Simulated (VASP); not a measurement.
Sb, 2 atoms in the cell. Symmetry: R-3m, No. 166, trigonal system. Conventional cell: a = 4.308 Å, b = 4.308 Å, c = 11.274 Å, α = 90.00°, β = 90.00°, γ = 120.00°. Within 3.8 Å of Sb (site symmetry 3m) lie 6 Sb at 2.91 to 3.35 Å. 

```yaml
Program: VASP 6.6.1
Task: relaxation of cell and atoms
Functional: PBEsol
Potentials_or_basis: VASP PAW PBE potentials, release 64 (Sb)
Cutoff: 600 eV
k_mesh: 6 × 6 × 6
Occupations: gaussian, width 0.1 eV
Spin: no spin polarisation
Target_pressure: 6.5 GPa
Dipole_correction: no
Further_INCAR_settings: ALGO = Normal; EDIFF = 1e-07; IBRION = 2; EDIFFG = -0.05; NSW = 80; ISIF = 3
```

Potentials or basis: VASP PAW PBE potentials, release 64 (Sb).

The run is started by

```bash
$ cat potpaw_PBE.64/Sb/POTCAR > POTCAR
$ mpirun -np 1 vasp_std > vasp.out
```

Hardware: 1 thread of Intel(R) Xeon(R) Platinum 8259CL CPU @ 2.50GHz (Skylake/Cascade Lake) (shared host).

Q: Estimate the wall time of this run.

A: It took 2.9 min on 1 thread of Intel(R) Xeon(R) Platinum 8259CL CPU @ 2.50GHz (Skylake/Cascade Lake) (shared host), peak memory 0.21 GiB. Counts: scf iterations 72, k points 32, ion steps 10.
